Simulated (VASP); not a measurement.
# Si (P6/mmm) in VASP: a series of runs

The runs below take Si through single point, with PBE.

Program: VASP 6.6.1. These are calculated values, not measurements. Logs are shortened: lines on timing, memory, paths and dates and some standing lists are left out, and cuts for length are marked.

## 1. The cell of the first run

The structure is hexagonal, space group P6/mmm (No. 191). Conventional cell: a = 2.450 Å, b = 2.450 Å, c = 2.319 Å, α = 90.00°, β = 90.00°, γ = 120.00°. Within 3.1 Å of Si (site symmetry 6/mmm) lie 8 Si at 2.32 to 2.45 Å.

## 2. Single point, PBE

The input, INCAR:

```
PREC = Accurate
ENCUT = 520
EDIFF = 1E-6
ISMEAR = -1
SIGMA = 0.08
LREAL = F
LASPH = T
NELM = 100
ALGO = Normal
ISIF = 2
LWAVE = F
LCHARG = T
GGA = PE
LELF = T
LVHAR = T
NBANDS = 8
```

The input, KPOINTS:

```
Automatic mesh
0
Gamma
  16 16 15
```

The input, POSCAR:

```
Si
1.0
    2.4498822706      0.0000000000      0.0000000000
   -1.2249411353      2.1216602826      0.0000000000
    0.0000000000      0.0000000000      2.3192748736
Si
1
Direct
    0.0000000000      0.0000000000      0.0000000000
```

Potentials or basis: VASP PAW PBE potentials, release 64 (Si).

On the command line:

```console
> cat potpaw_PBE.64/Si/POTCAR > POTCAR
> mpirun -np 1 vasp_std > vasp.out
```

OUTCAR:

```text
PREC = Accurate
   ENCUT = 520
   EDIFF = 1E-6
   ISMEAR = -1
   LREAL = F
   LASPH = T
   NELM = 100
   ISIF = 2
   GGA = PE

 ion  position               nearest neighbor table
   1  0.000  0.000  0.000-

  LATTYP: Found a hexagonal cell.
 ALAT       =     2.4498822706
 C/A-ratio  =     0.9466882966

  Lattice vectors:

 A1 = (   2.4498822706,   0.0000000000,   0.0000000000)
 A2 = (  -1.2249411353,   2.1216602826,   0.0000000000)
 A3 = (   0.0000000000,   0.0000000000,   2.3192748736)

Analysis of symmetry for initial positions (statically):
=====================================================================
 Subroutine PRICEL returns:
 Original cell was already a primitive cell.

 Routine SETGRP: Setting up the symmetry group for a
 hexagonal supercell.

 Subroutine GETGRP returns: Found 24 space group operations
 (whereof 24 operations were pure point group operations)
 out of a pool of 24 trial point group operations.

The static configuration has the point symmetry D_6h.

Analysis of symmetry for dynamics (positions and initial velocities):
=====================================================================
 Subroutine PRICEL returns:
 Original cell was already a primitive cell.

 Routine SETGRP: Setting up the symmetry group for a
 hexagonal supercell.

 Subroutine GETGRP returns: Found 24 space group operations
 (whereof 24 operations were pure point group operations)
 out of a pool of 24 trial point group operations.

The dynamic configuration has the point symmetry D_6h.

 Subroutine INISYM returns: Found 24 space group operations
 (whereof 24 operations are pure point group operations),
 and found     1 'primitive' translations

----------------------------------------------------------------------------------------

                                     Primitive cell

  volume of cell :      12.0552

  direct lattice vectors                    reciprocal lattice vectors
     2.449882271  0.000000000  0.000000000     0.408182880  0.235664495  0.000000000
    -1.224941135  2.121660283  0.000000000     0.000000000  0.471328991  0.000000000
     0.000000000  0.000000000  2.319274874     0.000000000  0.000000000  0.431169247

  length of vectors
     2.449882271  2.449882271  2.319274874     0.471328991  0.471328991  0.431169247

  position of ions in fractional coordinates (direct lattice)
     0.000000000  0.000000000  0.000000000

  ion indices of the primitive-cell ions
[... 69 lines left out ...]
   LNONCOLLINEAR =      F non collinear calculations
   LSORBIT =      F    spin-orbit coupling
   LASPH  =      T    aspherical Exc in radial PAW
   ENCUT  =  520.0 eV  38.22 Ry    6.18 a.u.   4.56  4.56  4.31*2*pi/ulx,y,z
   NELM   =    100;   NELMIN=  2; NELMDL= -5     # of ELM steps
   EDIFF  = 0.1E-05   stopping-criterion for ELM
   LREAL  =      F    real-space projection
   EDIFFG = 0.1E-04   stopping-criterion for IOM
   NSW    =      0    number of steps for IOM
   IBRION =     -1    ionic relax: 0-MD 1-quasi-New 2-CG
   NFREE  =      0    steps in history (QN), initial steepest desc. (CG)
   ISIF   =      2    stress and relaxation
   ISYM   =      2    0-nonsym 1-usesym 2-fastsym
   POTIM  = 0.5000    time-step for ionic-motion
   TEBEG  =    0.0;   TEEND  =   0.0 temperature during run
   PSTRESS=    0.0 pullay stress
   NELECT =       4.0000    total number of electrons
   NUPDOWN=      -1.0000    fix difference up-down
   EMIN   =  10.00;   EMAX   =-10.00  energy-range for DOS
   EFERMI =   0.00;   METHOD = LEGACY
   ISMEAR =    -1;   SIGMA  =   0.08  broadening in eV -4-tet -1-fermi 0-gaus
   EFERMI_NEDOS =   21; number of points for ismear=-14 and -15
   IALGO  =     38    algorithm
   IMIX   =      4    mixing-type and parameters
     AMIX     =   0.40;   BMIX     =  1.00
     AMIX_MAG =   1.60;   BMIX_MAG =  1.00
  volume/ion in A,a.u.               =      12.06        81.35
  Fermi-wavevector in a.u.,A,eV,Ry     =   1.133367  2.141752 17.476953  1.284520
  Thomas-Fermi vector in A             =   2.270069
   LORBIT       =      0    0 simple, 1 ext, 2 COOP (PROOUT), +10 PAW based schemes
   GGA     = PE    functional components
   LHFCALC =     F    Hartree Fock is set to
   AEXX    =    0.0000 exact exchange contribution
   IVDW    =     0    specifies the selected vdW correction
   LEPSILON=     F    determine dielectric tensor
   LRPA    =     F    only Hartree local field effects (RPA)
 non-spin polarized calculation
  energy-cutoff  :      520.00
  volume of cell :       12.06
 maximum number of plane-waves:       338
   NGX =  9   NGY =  9   NGZ =  9

 number of electron       4.0000000 magnetization

 Free energy of the ion-electron system (eV)
  ---------------------------------------------------
  ext. energy  EPLUGINS =         0.00000000
  ---------------------------------------------------
  free energy    TOTEN  =        -4.81363258 eV

  energy without entropy =       -4.80618125  energy(sigma->0) =       -4.80990691

 E-fermi :  12.4518     XC(G=0): -11.8823

 val. band max:       12.4514303759   @ k =   0.2500   0.0625   0.0667
 cond. band min:      12.4518477931   @ k =   0.4375   0.0000   0.4000
 fundamental gap:      0.0004174172
 Fermi energy:        12.4517813377

 k-point     1 :       0.0000    0.0000    0.0000
  band No.  band energies     occupation
      1      -3.5739      2.00000
      2      19.9993      0.00000
      3      21.7189      0.00000
      4      25.2810      0.00000
      5      25.2810      0.00000
      6      25.6076      0.00000
      7      25.6076      0.00000
      8      31.4444      0.00000
[... 243 lines left out ...]
 k-point    24 :       0.2500    0.1875    0.0000
  band No.  band energies     occupation
      1       1.0255      2.00000
      2      10.5560      2.00000
      3      12.3945      1.34363
      4      25.5575      0.00000
      5      25.8422      0.00000
      6      30.2486      0.00000
      7      33.4195      0.00000
      8      34.0330      0.00000

 [... further k-points ...]
[... 5 lines left out ...]
  --------------------------------------------------------------------------------------
  -------------------------------------------------------------------------------------
  Total        2.9830240      2.9830240      2.9953971      0.0000000      0.0000000      0.0000000
  in kB      396.4551400    396.4551400    398.0995629      0.0000000      0.0000000      0.0000000
  external PRESSURE =     397.0032810 kB  Pullay stress =       0.0000000 kB

 VOLUME and BASIS-vectors are now :
 -----------------------------------------------------------------------------
  energy-cutoff  :      520.00
  volume of cell :       12.06
      direct lattice vectors                 reciprocal lattice vectors
     2.449882271  0.000000000  0.000000000     0.408182880  0.235664495  0.000000000
    -1.224941135  2.121660283  0.000000000     0.000000000  0.471328991  0.000000000
     0.000000000  0.000000000  2.319274874     0.000000000  0.000000000  0.431169247

 POSITION                                       TOTAL-FORCE (eV/Angst)
 -----------------------------------------------------------------------------------
      0.00000      0.00000      0.00000        -0.000000      0.000000      0.000000
 -----------------------------------------------------------------------------------
    total drift:                                0.000000      0.000000      0.000000

  FREE ENERGIE OF THE ION-ELECTRON SYSTEM (eV)
  ---------------------------------------------------
  free  energy   TOTEN  =        -4.8136325792 eV

  energy  without entropy=       -4.8061812499  energy(sigma->0) =       -4.80990691
```

stdout:

```text
POSCAR found type information on POSCAR Si
 POSCAR found :  1 types and       1 ions
 scaLAPACK will be used
 LDA part: xc-table for (Slater+PW92), standard interpolation
 POSCAR, INCAR and KPOINTS ok, starting setup
 FFT: planning ... GRIDC
 FFT: planning ... GRID_SOFT
 FFT: planning ... GRID
 WAVECAR not read
 entering main loop
```

Run time: 22 s. Hardware: 1 thread of Intel Xeon 8259CL, shared host; peak memory 0.13 GiB.

What came out:

```
Free energy            : -4.8136 eV
Pressure               : 39.7 GPa
Band gap on the k mesh : zero (band 2 reaches 20.00 eV, above the bottom of band 3 at 7.55 eV)
```

Stress tensor (GPa, compression positive):
```
39.65  0.00  0.00
 0.00 39.65  0.00
 0.00  0.00 39.81
```

## 3. Single point, PBE

The input, INCAR:

```
SYSTEM = Si
PREC = Accurate
ENCUT = 520
EDIFF = 1E-7
ISMEAR = -1
SIGMA = 0.08
LREAL = .FALSE.
LASPH = .TRUE.
NELM = 60
ALGO = Normal
ISIF = 2
LWAVE = .FALSE.
LCHARG = .TRUE.
GGA = PE
LELF = .TRUE.
LVHAR = .TRUE.
NBANDS = 8
```

The input, KPOINTS:

```
Automatic mesh
0
G
  16 16 15
  0 0 0
```

POSCAR is that of step 2.

Potentials or basis: VASP PAW PBE potentials, release 64 (Si).

On the command line:

```console
> cat potpaw_PBE.64/Si/POTCAR > POTCAR
> mpirun -np 1 vasp_std > vasp.out
```

Run time: 28 s. Hardware: 1 thread of Intel Xeon 8259CL, shared host; peak memory 0.13 GiB.

The run converged. Its results:

| Property | Result |
| --- | --- |
| Free energy | -4.8136 eV |
| Pressure | 39.7 GPa |
| Band gap on the k mesh | zero (band 2 reaches 20.00 eV, above the bottom of band 3 at 7.55 eV) |

Stress tensor (GPa, compression positive):
```
39.65  0.00  0.00
 0.00 39.65  0.00
 0.00  0.00 39.81
```

Levels at points of the mesh, in eV from the Fermi level:
```tsv
k point	band 1	band 2	band 3	band 4	band 5	band 6	band 7
(0.00, 0.00, 0.00)	-16.03	7.55	9.27	12.83	12.83	13.16	13.16
(0.50, 0.00, 0.00)	-8.15	-8.14	6.25	6.72	15.60	16.22	19.68
```

## 4. Single point, PBE (volume scaled by 0.9)

The input, INCAR:

```
PREC = Accurate
ENCUT = 520
EDIFF = 1E-6
ISMEAR = -1
SIGMA = 0.08
LREAL = False
LASPH = True
NELM = 60
ALGO = Normal
ISIF = 2
LWAVE = False
LCHARG = False
GGA = PE
NBANDS = 8
```

The input, KPOINTS:

```
regular mesh
0
Gamma
  16 16 15
```

The input, POSCAR:

```
Si
1.0
    2.5521946945      0.0000000000      0.0000000000
   -1.2760973473      2.2102654408      0.0000000000
    0.0000000000      0.0000000000      2.4041832769
Si
1
Direct
    0.0000000000      0.0000000000      0.0000000000
```

On the command line:

```console
> cat potpaw_PBE.64/Si/POTCAR > POTCAR
> mpirun -np 1 vasp_std > vasp.out
```

Run time: 32 s. Hardware: 1 thread of Intel Xeon 8259CL, shared host; peak memory 0.13 GiB.

Results (log left out):

* Free energy: -5.0574 eV
* Pressure: 14.4 GPa
* Band gap on the k mesh: zero (band 2 reaches 18.29 eV, above the bottom of band 3 at 6.38 eV)

Levels at points of the mesh, in eV from the Fermi level:
```csv
k point,band 1,band 2,band 3,band 4,band 5,band 6,band 7
"(0.00, 0.00, 0.00)",-14.87,7.54,8.54,11.27,11.27,12.60,12.60
"(0.50, 0.00, 0.00)",-7.84,-7.33,5.55,6.58,13.96,15.62,18.01
```
